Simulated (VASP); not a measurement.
# CsI (Pm-3m) in VASP: notebook

Aim: see how the results for CsI move with the level of theory and the settings. Levels: PBE-based screened hybrid with 35 % exact exchange, PBE-based global hybrid with 75 % exact exchange. Tasks: single point.

Everything below comes from runs of VASP 6.6.1. Logs are shortened: lines on timing, memory, paths and dates and some standing lists are left out, and cuts for length are marked.

## Step 1: The cell of the first run

Symmetry: Pm-3m, No. 221, cubic system. Conventional cell: a = 4.608 Å, b = 4.608 Å, c = 4.608 Å, α = 90.00°, β = 90.00°, γ = 90.00°. Within 5.2 Å of Cs (site symmetry m-3m) lie 8 I at 3.99 Å and 6 Cs at 4.61 Å. Within 5.2 Å of I (site symmetry m-3m) lie 8 Cs at 3.99 Å and 6 I at 4.61 Å.

## Step 2: Single point, PBE-based screened hybrid with 35 % exact exchange

Contents of POSCAR:

```
CsI
1.0
    4.6080834570      0.0000000000      0.0000000000
    0.0000000000      4.6080834570      0.0000000000
    0.0000000000      0.0000000000      4.6080834570
Cs I
1 1
Direct
    0.0000000000      0.0000000000      0.0000000000
    0.5000000000      0.5000000000      0.5000000000
```

Contents of INCAR.step1:

```
  ALGO = Normal
  EDIFF = 1E-5
  ENCUT = 400
  GGA = PE
  GGA_COMPAT = False
  ISIF = 2
  ISMEAR = 0
  LASPH = True
  LREAL = False
  LWAVE = True
  NBANDS = 15
  NELM = 120
  PREC = Accurate
  SIGMA = 0.01
```

Contents of INCAR.step2:

```
  AEXX = 0.35
  ALGO = Normal
  EDIFF = 1E-6
  ENCUT = 400
  GGA = PE
  GGA_COMPAT = False
  HFSCREEN = 0.5
  ISIF = 2
  ISMEAR = 0
  ISTART = 1
  LASPH = True
  LCHARG = True
  LELF = True
  LHFCALC = True
  LREAL = False
  LVHAR = True
  LWAVE = False
  NBANDS = 15
  NELM = 120
  PREC = Accurate
  PRECFOCK = Normal
  SIGMA = 0.01
```

Contents of KPOINTS:

```
k-points
0
Gamma
  4 4 4
```

Potentials or basis: VASP PAW PBE potentials, release 64 (Cs_sv, I).

Run with:

```sh
$ cat potpaw_PBE.64/Cs_sv/POTCAR potpaw_PBE.64/I/POTCAR > POTCAR
$ cp INCAR.step1 INCAR
$ mpirun -np 1 vasp_std > vasp.out
$ cp INCAR.step2 INCAR
$ mpirun -np 1 vasp_std > vasp.out
```

OUTCAR:

```text
AEXX = 0.35
   EDIFF = 1E-6
   ENCUT = 400
   GGA = PE
   HFSCREEN = 0.5
   ISIF = 2
   ISMEAR = 0
   ISTART = 1
   LASPH = True
   LHFCALC = True
   LREAL = False
   NELM = 120
   PREC = Accurate
   PRECFOCK = Normal

 ion  position               nearest neighbor table
   1  0.000  0.000  0.000-
   2  0.500  0.500  0.500-

  LATTYP: Found a simple cubic cell.
 ALAT       =     4.6080834570

  Lattice vectors:

 A1 = (   4.6080834570,   0.0000000000,   0.0000000000)
 A2 = (   0.0000000000,   4.6080834570,   0.0000000000)
 A3 = (   0.0000000000,   0.0000000000,   4.6080834570)

Analysis of symmetry for initial positions (statically):
=====================================================================
 Subroutine PRICEL returns:
 Original cell was already a primitive cell.

 Routine SETGRP: Setting up the symmetry group for a
 simple cubic supercell.

 Subroutine GETGRP returns: Found 48 space group operations
 (whereof 48 operations were pure point group operations)
 out of a pool of 48 trial point group operations.

The static configuration has the point symmetry O_h .

Analysis of symmetry for dynamics (positions and initial velocities):
=====================================================================
 Subroutine PRICEL returns:
 Original cell was already a primitive cell.

 Routine SETGRP: Setting up the symmetry group for a
 simple cubic supercell.

 Subroutine GETGRP returns: Found 48 space group operations
 (whereof 48 operations were pure point group operations)
 out of a pool of 48 trial point group operations.

The dynamic configuration has the point symmetry O_h .

 Subroutine INISYM returns: Found 48 space group operations
 (whereof 48 operations are pure point group operations),
 and found     1 'primitive' translations

----------------------------------------------------------------------------------------

                                     Primitive cell

  volume of cell :      97.8500

  direct lattice vectors                    reciprocal lattice vectors
     4.608083457  0.000000000  0.000000000     0.217009959  0.000000000  0.000000000
     0.000000000  4.608083457  0.000000000     0.000000000  0.217009959  0.000000000
     0.000000000  0.000000000  4.608083457     0.000000000  0.000000000  0.217009959

  length of vectors
     4.608083457  4.608083457  4.608083457     0.217009959  0.217009959  0.217009959

  position of ions in fractional coordinates (direct lattice)
     0.000000000  0.000000000  0.000000000
     0.500000000  0.500000000  0.500000000

  ion indices of the primitive-cell ions
   primitive index   ion index
                 1           1
                 2           2

----------------------------------------------------------------------------------------

 KPOINTS: k-points

Automatic generation of k-mesh.
 Grid dimensions read from file:
 generate k-points for:    4    4    4

 Generating k-lattice:

  Cartesian coordinates                     Fractional coordinates (reciprocal lattice)
     0.054252490  0.000000000  0.000000000     0.250000000  0.000000000  0.000000000
     0.000000000  0.054252490  0.000000000     0.000000000  0.250000000  0.000000000
     0.000000000  0.000000000  0.054252490     0.000000000  0.000000000  0.250000000

  Length of vectors
     0.054252490  0.054252490  0.054252490

  Shift w.r.t. Gamma in fractional coordinates (k-lattice)
     0.000000000  0.000000000  0.000000000

 Subroutine IBZKPT returns following result:
 ===========================================

 Found     10 irreducible k-points:

 Following reciprocal coordinates:
            Coordinates               Weight
  0.000000  0.000000  0.000000      1.000000
  0.250000  0.000000  0.000000      6.000000
  0.500000  0.000000  0.000000      3.000000
  0.250000  0.250000  0.000000     12.000000
  0.500000  0.250000  0.000000     12.000000
  0.500000  0.500000  0.000000      3.000000
  0.250000  0.250000  0.250000      8.000000
  0.500000  0.250000  0.250000     12.000000
  0.500000  0.500000  0.250000      6.000000
  0.500000  0.500000  0.500000      1.000000
   k-points           NKPTS =     10   k-points in BZ     NKDIM =     64   number of bands    NBANDS=     15
   number of dos      NEDOS =    301   number of ions     NIONS =      2
   total plane-waves  NPLWV =  27000
   dimension x,y,z NGX =    30 NGY =   30 NGZ =   30
   dimension x,y,z NGXF=    60 NGYF=   60 NGZF=   60
   ions per type =               1   1
   NGX,Y,Z   is equivalent  to a cutoff of  10.82, 10.82, 10.82 a.u.
   NGXF,Y,Z  is equivalent  to a cutoff of  21.65, 21.65, 21.65 a.u.
 SYSTEM =  unknown system
   PREC   = accura    normal or accurate (medium, high low for compatibility)
   ISTART =      1    job   : 0-new  1-cont  2-samecut
   ICHARG =      0    charge: 1-file 2-atom 10-const
   ISPIN  =      1    spin polarized calculation?
   LNONCOLLINEAR =      F non collinear calculations
   LSORBIT =      F    spin-orbit coupling
   LASPH  =      T    aspherical Exc in radial PAW
   ENCUT  =  400.0 eV  29.40 Ry    5.42 a.u.   7.51  7.51  7.51*2*pi/ulx,y,z
   NELM   =    120;   NELMIN=  2; NELMDL=  0     # of ELM steps
   EDIFF  = 0.1E-05   stopping-criterion for ELM
   LREAL  =      F    real-space projection
   EDIFFG = 0.1E-04   stopping-criterion for IOM
   NSW    =      0    number of steps for IOM
   IBRION =     -1    ionic relax: 0-MD 1-quasi-New 2-CG
   NFREE  =      0    steps in history (QN), initial steepest desc. (CG)
   ISIF   =      2    stress and relaxation
   ISYM   =      3    0-nonsym 1-usesym 2-fastsym
   POTIM  = 0.5000    time-step for ionic-motion
   TEBEG  =    0.0;   TEEND  =   0.0 temperature during run
   PSTRESS=    0.0 pullay stress
   NELECT =      16.0000    total number of electrons
   NUPDOWN=      -1.0000    fix difference up-down
   EMIN   =  10.00;   EMAX   =-10.00  energy-range for DOS
   EFERMI =   0.00;   METHOD = LEGACY
   ISMEAR =     0;   SIGMA  =   0.01  broadening in eV -4-tet -1-fermi 0-gaus
   EFERMI_NEDOS =   21; number of points for ismear=-14 and -15
   IALGO  =     38    algorithm
   IMIX   =      1    mixing-type and parameters
     AMIX     =   0.40;   BMIX     =  1.00
     AMIX_MAG =   1.60;   BMIX_MAG =  1.00
  volume/ion in A,a.u.               =      48.93       330.16
  Fermi-wavevector in a.u.,A,eV,Ry     =   0.895216  1.691713 10.903867  0.801412
  Thomas-Fermi vector in A             =   2.017520
   LORBIT       =      0    0 simple, 1 ext, 2 COOP (PROOUT), +10 PAW based schemes
   GGA     = PE    functional components
   LHFCALC =     T    Hartree Fock is set to
   PRECFOCK=normal    Normal, Fast or Accurate (Low or Medium for compatibility)
   ENCUT4O =  -1.0   cutoff for four orbital integrals eV
   NKREDX  =     1    reduce k-point grid by
   NKREDY  =     1    reduce k-point grid by
   NKREDZ  =     1    reduce k-point grid by
   AEXX    =    0.3500 exact exchange contribution
   HFSCREEN=    0.5000 screening length (either q_TF or 0.3 A-1)
   HFSCREENC=   0.5000 screening length for correlation (either q_TF or 0.3 A-1)
   ENCUTFOCK=  -1.0 apply spherical cutoff to Coloumb kernel
   IVDW    =     0    specifies the selected vdW correction
   LEPSILON=     F    determine dielectric tensor
   LRPA    =     F    only Hartree local field effects (RPA)
 non-spin polarized calculation
 Gauss-broadening in eV      SIGMA  =   0.01
  energy-cutoff  :      400.00
  volume of cell :       97.85
 maximum number of plane-waves:      1800
  NGX = 24; NGY = 24; NGZ = 24

 number of electron      16.0000010 magnetization

 Free energy of the ion-electron system (eV)
  ---------------------------------------------------
  ext. energy  EPLUGINS =         0.00000000
  ---------------------------------------------------
  free energy    TOTEN  =        -6.10851997 eV

  energy without entropy =       -6.10851997  energy(sigma->0) =       -6.10851997

 E-fermi :   0.1823     XC(G=0):  -6.4549

 val. band max:        0.1389072826   @ k =   0.5000   0.5000   0.0000
 cond. band min:       4.5912488605   @ k =   0.0000   0.0000   0.0000
 fundamental gap:      4.4523415780
 Fermi energy:         0.1823358204

 k-point     1 :       0.0000    0.0000    0.0000
  band No.  band energies     occupation
      1     -21.9141      2.00000
      2     -11.3866      2.00000
      3      -7.4320      2.00000
      4      -7.4320      2.00000
      5      -7.4320      2.00000
      6       0.0449      2.00000
      7       0.0449      2.00000
      8       0.0449      2.00000
      9       4.5912      0.00000
     10       4.9682      0.00000
     11       4.9682      0.00000
     12       8.6452      0.00000
     13       8.6452      0.00000
     14       8.6452      0.00000
     15      11.0670      0.00000

 k-point     2 :       0.2500    0.0000    0.0000
  band No.  band energies     occupation
      1     -21.9024      2.00000
      2     -11.3865      2.00000
      3      -7.5014      2.00000
      4      -7.4027      2.00000
      5      -7.4027      2.00000
      6      -0.7665      2.00000
      7      -0.0211      2.00000
      8      -0.0211      2.00000
      9       5.3442      0.00000
     10       5.6993      0.00000
     11       6.2024      0.00000
     12       8.5323      0.00000
     13       8.5323      0.00000
     14       8.9288      0.00000
     15       9.0730      0.00000
[... 113 lines left out ...]
      3      -7.7144      2.00000
      4      -7.7144      2.00000
      5      -7.5038      2.00000
      6      -0.9369      2.00000
      7      -0.9369      2.00000
      8      -0.5796      2.00000
      9       6.1079      0.00000
     10       7.1648      0.00000
     11       7.2180      0.00000
     12       7.2180      0.00000
     13       9.7752      0.00000
     14       9.7752      0.00000
     15      10.6620      0.00000

 k-point    10 :       0.5000    0.5000    0.5000
  band No.  band energies     occupation
      1     -21.8503      2.00000
      2     -11.1103      2.00000
      3      -7.6616      2.00000
      4      -7.6616      2.00000
      5      -7.6616      2.00000
      6      -1.1347      2.00000
      7      -1.1347      2.00000
      8      -1.1347      2.00000
      9       7.8894      0.00000
     10       7.8894      0.00000
     11       7.8894      0.00000
     12       8.6830      0.00000
     13       8.6830      0.00000
     14       8.6830      0.00000
     15      10.7579      0.00000

------------------------ aborting loop because EDIFF is reached ----------------------------------------

  FORCE on cell =-STRESS in cart. coord.  units (eV):
  Direction    XX          YY          ZZ          XY          YZ          ZX
  --------------------------------------------------------------------------------------
  -------------------------------------------------------------------------------------
  Total        0.1026401      0.1026401      0.1026401      0.0000000      0.0000000     -0.0000000
  in kB        1.6806091      1.6806091      1.6806091      0.0000000      0.0000000     -0.0000000
  external PRESSURE =       1.6806091 kB  Pullay stress =       0.0000000 kB

 VOLUME and BASIS-vectors are now :
 -----------------------------------------------------------------------------
  energy-cutoff  :      400.00
  volume of cell :       97.85
      direct lattice vectors                 reciprocal lattice vectors
     4.608083457  0.000000000  0.000000000     0.217009959  0.000000000  0.000000000
     0.000000000  4.608083457  0.000000000     0.000000000  0.217009959  0.000000000
     0.000000000  0.000000000  4.608083457     0.000000000  0.000000000  0.217009959

 POSITION                                       TOTAL-FORCE (eV/Angst)
 -----------------------------------------------------------------------------------
      0.00000      0.00000      0.00000         0.000000      0.000000      0.000000
      2.30404      2.30404      2.30404         0.000000      0.000000      0.000000
 -----------------------------------------------------------------------------------
    total drift:                                0.000002      0.000002      0.000002

  FREE ENERGIE OF THE ION-ELECTRON SYSTEM (eV)
  ---------------------------------------------------
  free  energy   TOTEN  =        -6.1085199709 eV

  energy  without entropy=       -6.1085199709  energy(sigma->0) =       -6.10851997
```

Run time: 7.4 min. Hardware: 1 thread of Intel Xeon Platinum 8259CL at 2.50GHz (Skylake/Cascade Lake), shared host; peak memory 0.27 GiB.

What came out:

* Free energy: -6.1085 eV
* Pressure: 0.2 GPa
* Band gap on the k mesh: 4.45 eV (least direct gap 4.55 eV)

Levels at points of the mesh, in eV from the valence-band top:
```tsv
k point	band 5	band 6	band 7	band 8	band 9	band 10	band 11	band 12
(0.00, 0.00, 0.00)	-7.57	-0.09	-0.09	-0.09	4.45	4.83	4.83	8.51
(0.50, 0.00, 0.00)	-7.51	-1.52	-0.23	-0.23	5.88	7.05	7.33	7.47
(0.50, 0.50, 0.00)	-7.48	-0.87	-0.87	0.00	4.87	5.57	6.79	6.79
(0.50, 0.50, 0.50)	-7.80	-1.27	-1.27	-1.27	7.75	7.75	7.75	8.54
```

Caveat: the PAW data sets were made with another functional, which shifts forces and pressure a little; spin-orbit coupling is left out, which moves the levels of the heavy elements. A k mesh can miss the band edges.

[end of part 1 of 2]
